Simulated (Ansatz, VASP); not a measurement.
GaN: VASP beside Ansatz

```
Ga N
1.0
     3.21837    0.00000    0.00000
    -1.60919    2.78719    0.00000
     0.00000    0.00000    5.24320
Ga N
2 2
Direct
  0.33333 0.66667 0.00164
  0.66667 0.33333 0.50164
  0.33333 0.66667 0.37836
  0.66667 0.33333 0.87836
```

Alike in both runs: functional PBE; k mesh 12 × 12 × 6; occupations gaussian, width 0.02 eV; no spin polarisation.

Ansatz relaxed the structure, and its values are those at the end. VASP's run is a single point on that final structure, the one shown.

|  | VASP | Ansatz |
| --- | --- | --- |
| version | VASP 6.6.1 | Ansatz 0.2.0 |
| potentials or method | VASP PAW PBE potentials, release 64 (Ga_d, N), cutoff 520 eV | scalar-relativistic, plane waves, PAW |
| valence electrons in the cell | 36 | 36 |

```csv
,VASP,Ansatz,Ansatz less VASP
gap on the k mesh at the Fermi level (eV),1.72,1.71,-0.005
least direct gap on the mesh (eV),1.72,1.71,-0.005
pressure (GPa),0.1,0.0,-0.13
```
